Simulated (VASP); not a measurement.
Here is a VASP 6.6.1 calculation.

POSCAR

```
Zr
1.0
    3.2320000000      0.0000000000      0.0000000000
   -1.6160000000      2.7989941050      0.0000000000
    0.0000000000      0.0000000000      5.1470000000
Zr
2
Direct
    0.6666666667      0.3333333333      0.7500000000
    0.3333333333      0.6666666667      0.2500000000
```

Contents of INCAR.step1:

```
SYSTEM = Zr
PREC     = Accurate       ! precision mode
ENCUT    = 520            ! plane-wave cutoff, eV
EDIFF    = 1E-5           ! SCF threshold, eV
ISMEAR   = -1             ! smearing method
SIGMA    = 0.05           ! smearing width, eV
LREAL    = .False.        ! projectors in reciprocal space
LASPH    = .True.         ! aspherical terms in the spheres
NELM     = 60             ! most SCF steps
ALGO     = Normal         ! electronic algorithm
ISIF     = 2              ! what is computed and relaxed
LWAVE    = .True.         ! write WAVECAR
LCHARG   = .False.        ! write CHGCAR
NBANDS   = 19             ! bands
GGA      = PE             ! functional
```

The input INCAR.step2:

```
SYSTEM = Zr
PREC     = Accurate       ! precision mode
ENCUT    = 520            ! plane-wave cutoff, eV
EDIFF    = 1E-6           ! SCF threshold, eV
ISMEAR   = -1             ! smearing method
SIGMA    = 0.05           ! smearing width, eV
LREAL    = .False.        ! projectors in reciprocal space
LASPH    = .True.         ! aspherical terms in the spheres
NELM     = 60             ! most SCF steps
ALGO     = Normal         ! electronic algorithm
ISIF     = 2              ! what is computed and relaxed
LWAVE    = .False.        ! write WAVECAR
LCHARG   = .False.        ! write CHGCAR
METAGGA  = R2SCAN         ! meta-GGA
LHFCALC  = .True.         ! exact exchange
AEXX     = 0.1            ! exact-exchange fraction
LMIXTAU  = .True.       
PRECFOCK = Normal       
NBANDS   = 19             ! bands
ISTART   = 1
```

KPOINTS

```
Automatic mesh
0
Gamma
  5 5 3
  0 0 0
```

Potentials or basis: VASP PAW PBE potentials, release 64 (Zr_sv).

Command:

```sh
$ cat potpaw_PBE.64/Zr_sv/POTCAR > POTCAR
$ cp INCAR.step1 INCAR
$ mpirun -np 1 vasp_std > vasp.out
$ cp INCAR.step2 INCAR
$ mpirun -np 1 vasp_std > vasp.out
```

Question: Predict the pressure.

Answer: 0.9 GPa.

Question: Predict the band gap on the k mesh.

Answer: Zero (band 12 reaches 10.29 eV, above the bottom of band 13 at 8.82 eV).

Stress tensor (GPa, compression positive):
```
 1.79  0.00  0.00
 0.00  1.79  0.00
 0.00  0.00 -0.98
```

Caveat: the k points lie up to 0.45 Å⁻¹ apart; the PAW data sets were made with another functional, which shifts forces and pressure a little.
